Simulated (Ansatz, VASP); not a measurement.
## One calculation of Mg2SO, two programs

File INCAR:

```
SYSTEM = Mg2SO
PREC = Accurate
ENCUT = 520
EDIFF = 1E-6
ISMEAR = 0
SIGMA = 0.01
LREAL = .False.
LASPH = .True.
NELM = 100
ALGO = Normal
ISIF = 2
LWAVE = .False.
LCHARG = .False.
GGA = PE
NBANDS = 16
```

The input KPOINTS:

```
Automatic mesh
0
Gamma
  8 8 6
  0 0 0
```

POSCAR

```
Mg2SO
1.0
    3.6748650568      0.0000000000      0.0000000000
    0.0000000000      3.6748650568      0.0000000000
    0.0000000000      0.0000000000      4.8839690323
O Mg S
1 2 1
Direct
    0.0000000000      0.0000000000      0.0000000000
    0.0000000000      0.5000000000      0.8113169975
    0.5000000000      0.0000000000      0.1886830025
    0.5000000000      0.5000000000      0.5000000000
```

Input for Ansatz:

```yaml
crystal:
  lattice:
    - [3.6748650568, 0.0, 0.0]
    - [0.0, 3.6748650568, 0.0]
    - [0.0, 0.0, 4.8839690323]
  atoms:
    - { symbol: O, position: [0.0, 0.0, 0.0] }
    - { symbol: Mg, position: [0.0, 0.5, 0.8113169975] }
    - { symbol: S, position: [0.5, 0.5, 0.5] }
    - { symbol: Mg, position: [0.5, 0.0, 0.1886830025] }
kpoints:
  mp_grid: { grid: [8, 8, 6] }
  band_path:
    path:
      - [0.0, 0.0, 0.0]
      - [0.0, 0.5, 0.0]
      - [0.5, 0.5, 0.0]
      - [0.0, 0.0, 0.5]
      - [0.0, 0.5, 0.5]
      - [0.5, 0.5, 0.5]
    npoints: 1
hamiltonian:
  xc: pbe
scf:
  occupations: { method: fixed }
  n_extra_bands: 5
output:
  forces: true
  stress: true
  eigenvalues: true
```

Alike in both runs: task single point; functional PBE; k mesh 8 × 8 × 6; no spin polarisation.

```csv
,VASP,Ansatz
version,VASP 6.6.1,Ansatz 0.2.0
potentials or method,"VASP PAW PBE potentials, release 64 (O, Mg, S)","plane waves, PAW"
plane-wave cutoff (eV),520,420
occupations,"gaussian, width 0.01 eV",fixed
valence electrons in the cell,16,32
```

```csv
,VASP,Ansatz,Ansatz less VASP
gap on the k mesh at the Fermi level (eV),1.62,1.64,+0.020
pressure (GPa),1.7,2.0,+0.27
rms of the force components (eV/Å),0.005,0.005,-0.0006
```

VASP's potentials hold 16 valence electrons a cell and Ansatz's 32, so a difference there can come from the potentials and not from the codes.
